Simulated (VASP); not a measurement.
A run of VASP 6.6.1 is set up as follows.

The input INCAR:

```
SYSTEM = Si16O31
PREC = Accurate ; ENCUT = 520
EDIFF = 1E-6 ; ISMEAR = 0
SIGMA = 0.05 ; LREAL = Auto
LASPH = .TRUE. ; NELM = 120
ALGO = Normal ; ISIF = 2
LWAVE = .FALSE. ; LCHARG = .FALSE.
GGA = PE ; NBANDS = 154
NELECT = 252.0 ; GGA_COMPAT = .FALSE.
KPAR = 2 ; NCORE = 2
```

File KPOINTS:

```
Automatic mesh
0
G
  2 2 2
  0 0 0
```

Contents of POSCAR:

```
Si16O31
1.0
  -10.0670000000      0.0000000000      0.0000000000
    0.0000000000     -8.7549000000      0.0000000000
    0.0000000000      0.0000000000      8.2118000000
Si O
16 31
Direct
    0.4566226284      0.3230912974      0.5614067561
    0.5100154962      0.6888059258      0.0374390511
    0.5383293931      0.3278095695      0.9328516281
    0.4595111751      0.6592728643      0.4301994691
    0.2106105096      0.8165562142      0.5708568158
    0.2812765471      0.1559040080      0.0612365133
    0.3206902752      0.8044956539      0.9548320709
    0.1976502434      0.1612812254      0.4417202075
    0.9460628787      0.3484920445      0.5695424876
    0.0772991954      0.6989666358      0.0460243796
    0.0526366345      0.3526394362      0.9370757934
    0.9572605543      0.6765047002      0.4227204754
    0.7017927883      0.8399867503      0.5733339828
    0.8037838482      0.1665752893      0.0764402445
    0.7947492798      0.8198700156      0.9482409460
    0.7055620344      0.1764788861      0.4453334226
    0.5120826463      0.6417823162      0.2468624419
    0.5239262938      0.2880982079      0.7372191237
    0.4196116023      0.4983788507      0.5232849071
    0.5342298599      0.5103285018     -0.0512248228
    0.5674614086      0.2741399673      0.4212578241
    0.4902422767      0.8496533370      0.9080838549
    0.4279501341      0.2345959406      0.0424244380
    0.5690581107      0.7365334841      0.5537029640
    0.2312366147      0.1873371483      0.2504419250
    0.2610156948      0.8059611189      0.7564588763
    0.1723970398     -0.0122085918      0.5030048223
    0.2799193404     -0.0255957235      0.0418542829
    0.3177673587      0.7530128271      0.4360851458
    0.1803293931      0.2358491816      0.9269093256
    0.3184280322      0.2266262322      0.5552565820
    0.0075750472      0.7034940433      0.2397263694
   -0.0033922718      0.3895813773      0.7521996395
    0.9151083739      0.4963531280      0.4562027814
    0.1049114930      0.5067918537      0.0222861005
    0.0584639913      0.2495749809      0.4733930442
    0.9338800040      0.7239162069      0.9340432061
    0.9372522102      0.2679855852      0.0430373365
    0.0720758915      0.7174119636      0.5582277941
    0.7848962948      0.1754915533      0.2735472125
    0.7513322738      0.8611601503      0.7582360749
    0.6586661369      0.0075587385      0.4998348718
    0.8357988477     -0.0086280826      0.0252630361
    0.8216664349      0.7731721664      0.4582538542
    0.6805388894      0.2480214508      0.9820515600
    0.6842211185      0.7282644005      0.0509499744
    0.8082943280      0.2473235560      0.5836130934
```

Potentials or basis: VASP PAW PBE potentials, release 64 (Si, O).

Command:

```sh
$ cat potpaw_PBE.64/Si/POTCAR potpaw_PBE.64/O/POTCAR > POTCAR
$ mpirun -np 4 vasp_std > vasp.out
```

(1) Estimate the largest force.

## Answers

(1) 1.798 eV/Å.

Caveat: the cell carries a net charge on a neutralising background, which shifts energy and pressure.
